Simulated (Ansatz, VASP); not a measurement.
**Pd7Pt12Au5: VASP beside Ansatz**

```
Pt Pd Au
1.0
     7.37957   -0.17871    0.07961
    -0.17871    7.60452   -0.14220
     0.07961   -0.14220    6.99256
Pt Pd Au
12 7 5
Direct
  0.47974 0.38014 0.60275
  0.89252 0.31724 0.35994
  0.01089 0.09524 0.04091
  0.97400 0.82767 0.74082
  0.30325 0.29788 0.92635
  0.38051 0.68744 0.63127
  0.73788 0.62754 0.52454
  0.01587 0.48980 0.70405
  0.20784 0.48369 0.36497
  0.16456 0.19005 0.56292
  0.53514 0.74537 0.22853
  0.95332 0.43250 0.04399
  0.67059 0.87081 0.83452
  0.12470 0.81951 0.39483
  0.22670 0.61919 0.04061
  0.31353 0.89484 0.85714
  0.88652 0.79198 0.12109
  0.28874 0.10969 0.21036
  0.73368 0.22750 0.83818
  0.61854 0.55083 0.93545
  0.79919 0.00481 0.47962
  0.53126 0.40687 0.25736
  0.47005 0.03812 0.55102
  0.63026 0.09066 0.15338
```

Alike in both runs: task single point; functional PBE; k mesh 3 × 3 × 3; occupations fermi-dirac, width 0.2292 eV; no spin polarisation.

```csv
,VASP,Ansatz
version,VASP 6.6.1,Ansatz 0.2.0
potentials or method,"VASP PAW PBE potentials, release 64 (Pt, Pd, Au), cutoff 520 eV","scalar-relativistic, plane waves, PAW"
valence electrons in the cell,245,437
```

Ansatz gave:

| Item | Value |
| --- | --- |
| gap on the k mesh at the Fermi level (eV) | none |
| rms of the force components (eV/Å) | 1.500 |

Task: What did VASP give for the same quantities?

Result: gap on the k mesh at the Fermi level (eV): none; rms of the force components (eV/Å): 1.473.

Atom by atom the forces differ by 0.031 eV/Å (rms over components). A gap of «none» marks a metal or a gap that the smearing closes. With one functional, cell and mesh, what is left measures potentials, basis and numerics. VASP's potentials hold 245 valence electrons a cell and Ansatz's 437, so a difference there can come from the potentials and not from the codes.

Neither program's run includes spin-orbit coupling.
